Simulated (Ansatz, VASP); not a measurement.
TaAs: VASP beside Ansatz

```
Ta As
1.0
     3.21815    0.00000    0.00000
     0.00000    3.21815    0.00000
     0.00000    0.00000    3.21815
Ta As
1 1
Direct
  0.50000 0.50000 0.50000
  0.00000 0.00000 0.00000
```

Change from the starting cell: species swapped into the TmCd type (Pm-3m, No. 221).

Alike in both runs: functional PBE; k mesh 6 × 6 × 6; occupations gaussian, width 0.2 eV; no spin polarisation.

Ansatz relaxed the structure, and its values are those at the end. VASP's run is a single point on that final structure, the one shown.

|  | VASP | Ansatz |
| --- | --- | --- |
| version | VASP 6.6.1 | Ansatz 0.2.0 |
| potentials or method | VASP PAW PBE potentials, release 64 (Ta_pv, As), cutoff 500 eV | scalar-relativistic, plane waves, PAW |
| valence electrons in the cell | 16 | 28 |

|  | VASP | Ansatz | Ansatz less VASP |
| --- | --- | --- | --- |
| gap on the k mesh at the Fermi level (eV) | none | none | - |
| pressure (GPa) | 0.3 | -0.1 | -0.40 |

A gap of «none» marks a metal or a gap that the smearing closes. VASP's potentials hold 16 valence electrons a cell and Ansatz's 28, so a difference there can come from the potentials and not from the codes.

Spin-orbit coupling is off throughout.
